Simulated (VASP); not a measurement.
# BaTiO3 (Pm-3m) in VASP: single point with PBE

Aim: the single point of BaTiO3 with PBE.

Program: VASP 6.6.1. These are calculated values, not measurements. Logs are shortened: lines on timing, memory, paths and dates and some standing lists are left out, and cuts for length are marked.

## (1) The cell of the first run

Symmetry: Pm-3m, No. 221, cubic system. The conventional cell has a = 4.033 Å, b = 4.033 Å, c = 4.033 Å, α = 90.00°, β = 90.00°, γ = 90.00°. Ba (site symmetry m-3m) has 12 O at 2.85 Å and 8 Ti at 3.49 Å within 3.8 Å. Within 2.7 Å of Ti (site symmetry m-3m) lie 6 O at 2.02 Å. O (site symmetry 4/mmm) has 2 Ti at 2.02 Å within 2.7 Å.

## (2) Single point, PBE (13.11 Å³/atom)

The input, INCAR:

```
SYSTEM = BaTiO3
PREC     = Accurate       ! precision mode
ENCUT    = 1340           ! plane-wave cutoff, eV
EDIFF    = 1E-6           ! SCF threshold, eV
ISMEAR   = -1             ! smearing method
SIGMA    = 0.02           ! smearing width, eV
LREAL    = .FALSE.        ! projectors in reciprocal space
LASPH    = .TRUE.         ! aspherical terms in the spheres
NELM     = 120            ! most SCF steps
ALGO     = Normal         ! electronic algorithm
ISIF     = 2              ! what is computed and relaxed
LWAVE    = .FALSE.        ! write WAVECAR
LCHARG   = .FALSE.        ! write CHGCAR
GGA      = PE             ! functional
NBANDS   = 28             ! bands
GGA_COMPAT= .FALSE.
```

The input, KPOINTS:

```
Automatic mesh
0
G
  8 8 8
  0 0 0
```

The input, POSCAR:

```
BaTiO3
1.0
    4.0325305745      0.0000000000      0.0000000000
    0.0000000000      4.0325305745      0.0000000000
    0.0000000000      0.0000000000      4.0325305745
Ba Ti O
1 1 3
Direct
    0.5000000000      0.5000000000      0.5000000000
    0.0000000000      0.0000000000      0.0000000000
    0.5000000000      0.0000000000      0.0000000000
    0.0000000000      0.5000000000      0.0000000000
    0.0000000000      0.0000000000      0.5000000000
```

Potentials or basis: VASP PAW PBE potentials, release 64 (Ba_sv, Ti_sv, O_h).

Run with:

```
cat potpaw_PBE.64/Ba_sv/POTCAR potpaw_PBE.64/Ti_sv/POTCAR potpaw_PBE.64/O_h/POTCAR > POTCAR
mpirun -np 1 vasp_std > vasp.out
```

OUTCAR:

```text
SYSTEM = BaTiO3
   PREC = Accurate
   ENCUT = 1340
   EDIFF = 1E-6
   ISMEAR = -1
   LREAL = .FALSE.
   LASPH = .TRUE.
   NELM = 120
   ISIF = 2
   GGA = PE

 ion  position               nearest neighbor table
   1  0.500  0.500  0.500-   3 2.85   4 2.85   5 2.85   3 2.85   4 2.85   3 2.85   5 2.85   3 2.85
                             4 2.85   5 2.85   4 2.85   5 2.85   2 3.49   2 3.49   2 3.49   2 3.49
   2  0.000  0.000  0.000-   3 2.02   4 2.02   5 2.02   5 2.02   4 2.02   3 2.02   1 3.49   1 3.49
                             1 3.49   1 3.49   1 3.49   1 3.49   1 3.49   1 3.49
   3  0.500  0.000  0.000-   2 2.02   2 2.02   1 2.85   1 2.85   1 2.85   1 2.85
   4  0.000  0.500  0.000-   2 2.02   2 2.02   1 2.85   1 2.85   1 2.85   1 2.85
   5  0.000  0.000  0.500-   2 2.02   2 2.02   1 2.85   1 2.85   1 2.85   1 2.85

  LATTYP: Found a simple cubic cell.
 ALAT       =     4.0325305745

  Lattice vectors:

 A1 = (   4.0325305745,   0.0000000000,   0.0000000000)
 A2 = (   0.0000000000,   4.0325305745,   0.0000000000)
 A3 = (   0.0000000000,   0.0000000000,   4.0325305745)

Analysis of symmetry for initial positions (statically):
=====================================================================
 Subroutine PRICEL returns:
 Original cell was already a primitive cell.

 Routine SETGRP: Setting up the symmetry group for a
 simple cubic supercell.

 Subroutine GETGRP returns: Found 48 space group operations
 (whereof 48 operations were pure point group operations)
 out of a pool of 48 trial point group operations.

The static configuration has the point symmetry O_h .

Analysis of symmetry for dynamics (positions and initial velocities):
=====================================================================
 Subroutine PRICEL returns:
 Original cell was already a primitive cell.

 Routine SETGRP: Setting up the symmetry group for a
 simple cubic supercell.

 Subroutine GETGRP returns: Found 48 space group operations
 (whereof 48 operations were pure point group operations)
 out of a pool of 48 trial point group operations.

The dynamic configuration has the point symmetry O_h .

 Subroutine INISYM returns: Found 48 space group operations
 (whereof 48 operations are pure point group operations),
 and found     1 'primitive' translations

----------------------------------------------------------------------------------------

                                     Primitive cell

  volume of cell :      65.5742

  direct lattice vectors                    reciprocal lattice vectors
     4.032530574  0.000000000  0.000000000     0.247983241  0.000000000  0.000000000
     0.000000000  4.032530574  0.000000000     0.000000000  0.247983241  0.000000000
     0.000000000  0.000000000  4.032530574     0.000000000  0.000000000  0.247983241

  length of vectors
     4.032530574  4.032530574  4.032530574     0.247983241  0.247983241  0.247983241

  position of ions in fractional coordinates (direct lattice)
     0.500000000  0.500000000  0.500000000
     0.000000000  0.000000000  0.000000000
     0.500000000  0.000000000  0.000000000
     0.000000000  0.500000000  0.000000000
     0.000000000  0.000000000  0.500000000

  ion indices of the primitive-cell ions
   primitive index   ion index
                 1           1
                 2           2
                 3           3
                 4           4
                 5           5

----------------------------------------------------------------------------------------

 KPOINTS: Automatic mesh

Automatic generation of k-mesh.
 Grid dimensions read from file:
 generate k-points for:    8    8    8

 Generating k-lattice:

  Cartesian coordinates                     Fractional coordinates (reciprocal lattice)
     0.030997905  0.000000000  0.000000000     0.125000000  0.000000000  0.000000000
     0.000000000  0.030997905  0.000000000     0.000000000  0.125000000  0.000000000
     0.000000000  0.000000000  0.030997905     0.000000000  0.000000000  0.125000000

  Length of vectors
     0.030997905  0.030997905  0.030997905

  Shift w.r.t. Gamma in fractional coordinates (k-lattice)
     0.000000000  0.000000000  0.000000000

 Subroutine IBZKPT returns following result:
 ===========================================

 Found     35 irreducible k-points:

 Following reciprocal coordinates:
            Coordinates               Weight
  0.000000  0.000000  0.000000      1.000000
  0.125000  0.000000  0.000000      6.000000
  0.250000  0.000000  0.000000      6.000000
  0.375000  0.000000  0.000000      6.000000
  0.500000  0.000000  0.000000      3.000000
  0.125000  0.125000  0.000000     12.000000
[... 16 lines left out ...]
  0.375000  0.375000  0.125000     24.000000
  0.500000  0.375000  0.125000     24.000000
 [... further k-points ...]
   k-points           NKPTS =     35   k-points in BZ     NKDIM =     35   number of bands    NBANDS=     28
   number of dos      NEDOS =    301   number of ions     NIONS =      5
   total plane-waves  NPLWV = 110592
   dimension x,y,z NGX =    48 NGY =   48 NGZ =   48
   dimension x,y,z NGXF=    96 NGYF=   96 NGZF=   96
   ions per type =               1   1   3
   NGX,Y,Z   is equivalent  to a cutoff of  19.79, 19.79, 19.79 a.u.
   NGXF,Y,Z  is equivalent  to a cutoff of  39.58, 39.58, 39.58 a.u.
 SYSTEM =  BaTiO3
   PREC   = accura    normal or accurate (medium, high low for compatibility)
   ISTART =      0    job   : 0-new  1-cont  2-samecut
   ICHARG =      2    charge: 1-file 2-atom 10-const
   ISPIN  =      1    spin polarized calculation?
   LNONCOLLINEAR =      F non collinear calculations
   LSORBIT =      F    spin-orbit coupling
   LASPH  =      T    aspherical Exc in radial PAW
   ENCUT  = 1340.0 eV  98.49 Ry    9.92 a.u.  12.04 12.04 12.04*2*pi/ulx,y,z
   NELM   =    120;   NELMIN=  2; NELMDL= -5     # of ELM steps
   EDIFF  = 0.1E-05   stopping-criterion for ELM
   LREAL  =      F    real-space projection
   EDIFFG = 0.1E-04   stopping-criterion for IOM
   NSW    =      0    number of steps for IOM
   IBRION =     -1    ionic relax: 0-MD 1-quasi-New 2-CG
   NFREE  =      0    steps in history (QN), initial steepest desc. (CG)
   ISIF   =      2    stress and relaxation
   ISYM   =      2    0-nonsym 1-usesym 2-fastsym
   POTIM  = 0.5000    time-step for ionic-motion
   TEBEG  =    0.0;   TEEND  =   0.0 temperature during run
   PSTRESS=    0.0 pullay stress
   NELECT =      40.0000    total number of electrons
   NUPDOWN=      -1.0000    fix difference up-down
   EMIN   =  10.00;   EMAX   =-10.00  energy-range for DOS
   EFERMI =   0.00;   METHOD = LEGACY
   ISMEAR =    -1;   SIGMA  =   0.02  broadening in eV -4-tet -1-fermi 0-gaus
   EFERMI_NEDOS =   21; number of points for ismear=-14 and -15
   IALGO  =     38    algorithm
   IMIX   =      4    mixing-type and parameters
     AMIX     =   0.40;   BMIX     =  1.00
     AMIX_MAG =   1.60;   BMIX_MAG =  1.00
  volume/ion in A,a.u.               =      13.11        88.50
  Fermi-wavevector in a.u.,A,eV,Ry     =   1.388408  2.623711 26.227641  1.927677
  Thomas-Fermi vector in A             =   2.512537
   LORBIT       =      0    0 simple, 1 ext, 2 COOP (PROOUT), +10 PAW based schemes
   GGA     = PE    functional components
   LHFCALC =     F    Hartree Fock is set to
   AEXX    =    0.0000 exact exchange contribution
   IVDW    =     0    specifies the selected vdW correction
   LEPSILON=     F    determine dielectric tensor
   LRPA    =     F    only Hartree local field effects (RPA)
 non-spin polarized calculation
  energy-cutoff  :     1340.00
  volume of cell :       65.57
 maximum number of plane-waves:      7400
   NGX = 25   NGY = 25   NGZ = 25

 number of electron      39.9999998 magnetization

 Free energy of the ion-electron system (eV)
  ---------------------------------------------------
  ext. energy  EPLUGINS =         0.00000000
  ---------------------------------------------------
  free energy    TOTEN  =       -40.01254300 eV

  energy without entropy =      -40.01254300  energy(sigma->0) =      -40.01254300

 E-fermi :   4.4001     XC(G=0): -11.1458

 val. band max:        4.0097871300   @ k =   0.5000   0.5000   0.5000
 cond. band min:       5.7141184349   @ k =   0.0000   0.0000   0.0000
 fundamental gap:      1.7043313049
 Fermi energy:         4.4000984296

 k-point     1 :       0.0000    0.0000    0.0000
  band No.  band energies     occupation
      1     -52.7193      2.00000
      2     -28.9181      2.00000
      3     -28.9181      2.00000
      4     -28.9181      2.00000
      5     -20.8520      2.00000
      6     -12.8265      2.00000
[... 20 lines left out ...]
     27       9.0401      0.00000
     28      11.1585      0.00000

 k-point     2 :       0.1250    0.0000    0.0000
  band No.  band energies     occupation
      1     -52.7191      2.00000
      2     -28.9249      2.00000
      3     -28.9178      2.00000
      4     -28.9178      2.00000
      5     -20.8369      2.00000
      6     -12.8306      2.00000
[... 20 lines left out ...]
     27       9.3393      0.00000
     28      11.5290      0.00000

 k-point     3 :       0.2500    0.0000    0.0000
  band No.  band energies     occupation
      1     -52.7188      2.00000
      2     -28.9413      2.00000
      3     -28.9172      2.00000
      4     -28.9172      2.00000
      5     -20.7999      2.00000
      6     -12.8816      2.00000
[... 20 lines left out ...]
     27      10.1252      0.00000
     28      12.2770      0.00000

 k-point     4 :       0.3750    0.0000    0.0000
  band No.  band energies     occupation
      1     -52.7185      2.00000
      2     -28.9577      2.00000
      3     -28.9166      2.00000
      4     -28.9166      2.00000
      5     -20.7622      2.00000
      6     -12.9717      2.00000
[... 20 lines left out ...]
     27      11.0472      0.00000
     28      12.1659      0.00000

 k-point     5 :       0.5000    0.0000    0.0000
  band No.  band energies     occupation
      1     -52.7184      2.00000
      2     -28.9644      2.00000
      3     -28.9163      2.00000
      4     -28.9163      2.00000
      5     -20.7464      2.00000
      6     -13.0154      2.00000
[... 20 lines left out ...]
     27      11.4889      0.00000
     28      12.1192      0.00000

 k-point     6 :       0.1250    0.1250    0.0000
  band No.  band energies     occupation
      1     -52.7190      2.00000
      2     -28.9248      2.00000
      3     -28.9245      2.00000
      4     -28.9176      2.00000
      5     -20.8225      2.00000
      6     -12.8222      2.00000
[... 463 lines left out ...]
      5     -20.7153      2.00000
      6     -12.6953      2.00000
[... 20 lines left out ...]
     27      11.9870      0.00000
     28      12.4229      0.00000

 k-point    22 :       0.5000    0.2500    0.1250
  band No.  band energies     occupation
      1     -52.7178      2.00000
      2     -28.9626      2.00000
      3     -28.9387      2.00000
      4     -28.9221      2.00000
      5     -20.7027      2.00000
      6     -12.6982      2.00000
[... 20 lines left out ...]
     27      12.2388      0.00000
     28      12.3847      0.00000

 k-point    23 :       0.3750    0.3750    0.1250
  band No.  band energies     occupation
      1     -52.7177      2.00000
      2     -28.9552      2.00000
      3     -28.9549      2.00000
      4     -28.9218      2.00000
      5     -20.6893      2.00000
      6     -12.5461      2.00000
[... 20 lines left out ...]
     27      12.1391      0.00000
     28      12.7556      0.00000

 k-point    24 :       0.5000    0.3750    0.1250
  band No.  band energies     occupation
      1     -52.7175      2.00000
      2     -28.9616      2.00000
      3     -28.9546      2.00000
      4     -28.9215      2.00000
      5     -20.6785      2.00000
      6     -12.4911      2.00000
[... 20 lines left out ...]
     27      12.0911      0.00000
     28      12.8717      0.00000

 [... further k-points ...]
[... 5 lines left out ...]
  --------------------------------------------------------------------------------------
  -------------------------------------------------------------------------------------
  Total       -0.0378654     -0.0378654     -0.0378654      0.0000000      0.0000000     -0.0000000
  in kB       -0.9251673     -0.9251673     -0.9251673      0.0000000      0.0000000     -0.0000000
  external PRESSURE =      -0.9251673 kB  Pullay stress =       0.0000000 kB

 VOLUME and BASIS-vectors are now :
 -----------------------------------------------------------------------------
  energy-cutoff  :     1340.00
  volume of cell :       65.57
      direct lattice vectors                 reciprocal lattice vectors
     4.032530574  0.000000000  0.000000000     0.247983241  0.000000000  0.000000000
     0.000000000  4.032530574  0.000000000     0.000000000  0.247983241  0.000000000
     0.000000000  0.000000000  4.032530574     0.000000000  0.000000000  0.247983241

 POSITION                                       TOTAL-FORCE (eV/Angst)
 -----------------------------------------------------------------------------------
      2.01627      2.01627      2.01627         0.000000      0.000000      0.000000
      0.00000      0.00000      0.00000         0.000000      0.000000      0.000000
      2.01627      0.00000      0.00000         0.000000      0.000000      0.000000
      0.00000      2.01627      0.00000         0.000000      0.000000      0.000000
      0.00000      0.00000      2.01627         0.000000      0.000000      0.000000
 -----------------------------------------------------------------------------------
    total drift:                                0.000000      0.000000      0.000000

  FREE ENERGIE OF THE ION-ELECTRON SYSTEM (eV)
  ---------------------------------------------------
  free  energy   TOTEN  =       -40.0125429969 eV

  energy  without entropy=      -40.0125429968  energy(sigma->0) =      -40.01254300
```

It took 2.7 min on 1 thread of Intel Xeon Platinum 8375C at 2.90GHz (Ice Lake), shared host; peak memory 0.5 GiB.

Results:

- Free energy: -40.0125 eV
- Pressure: -0.1 GPa
- Band gap on the k mesh: 1.70 eV (least direct gap 1.87 eV)

Caveat: spin-orbit coupling is left out, which moves the levels of the heavy elements. A k mesh can miss the band edges.
